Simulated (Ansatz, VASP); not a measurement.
## SiC in VASP and in Ansatz

File INCAR:

```
SYSTEM = SiC
ALGO     = Normal         ! electronic algorithm
EDIFF    = 1E-8           ! SCF threshold, eV
ENCUT    = 520            ! plane-wave cutoff, eV
GGA      = PE             ! functional
ISIF     = 2              ! what is computed and relaxed
ISMEAR   = -1             ! smearing method
LASPH    = .TRUE.         ! aspherical terms in the spheres
LCHARG   = .FALSE.        ! write CHGCAR
LEFG     = .TRUE.       
LREAL    = .FALSE.        ! projectors in reciprocal space
LWAVE    = .FALSE.        ! write WAVECAR
NBANDS   = 11             ! bands
NELM     = 100            ! most SCF steps
PREC     = Accurate       ! precision mode
SIGMA    = 0.05           ! smearing width, eV
```

KPOINTS

```
k-points
0
G
  16 16 16
  0 0 0
```

File POSCAR:

```
SiC
1.0
    0.0000000000      2.1919677570      2.1919677570
    2.1919677570      0.0000000000      2.1919677570
    2.1919677570      2.1919677570      0.0000000000
Si C
1 1
Direct
    0.0000000000      0.0000000000      0.0000000000
    0.7500000000      0.7500000000      0.7500000000
```

Input for Ansatz:

```yaml
crystal:
  lattice:
    - [0.0, 2.191967757, 2.191967757]
    - [2.191967757, 0.0, 2.191967757]
    - [2.191967757, 2.191967757, 0.0]
  atoms:
    - { symbol: Si, position: [0.0, 0.0, 0.0] }
    - { symbol: C, position: [0.75, 0.75, 0.75] }
kpoints:
  mp_grid: { grid: [16, 16, 16] }
scf:
  occupations: { method: fermi_dirac, width: 0.05 }
hamiltonian:
  xc: pbe
  pseudopotentials: { kind: paw }
output:
  forces: true
  stress: true
  eigenvalues: true
  efg: { contact_densities: true }
```

Change from the starting cell: volume scaled by 1.025, PAW files.

Alike in both runs: task electric field gradients; functional PBE; k mesh 16 × 16 × 16; occupations fermi-dirac, width 0.05 eV; no spin polarisation.

|  | VASP | Ansatz |
| --- | --- | --- |
| version | VASP 6.6.1 | Ansatz 0.2.0 |
| potentials or method | VASP PAW PBE potentials, release 64 (Si, C) | PAW with Ansatz's default frozen-core files, scalar-relativistic |
| plane-wave cutoff (eV) | 520 | 420 |
| valence electrons in the cell | 8 | 8 |

Ansatz gave:

| Item | Value |
| --- | --- |
| pressure (GPa) | -0.6 |

Question: What did VASP give for the same quantities?

Answer: Pressure (GPa): -0.7.
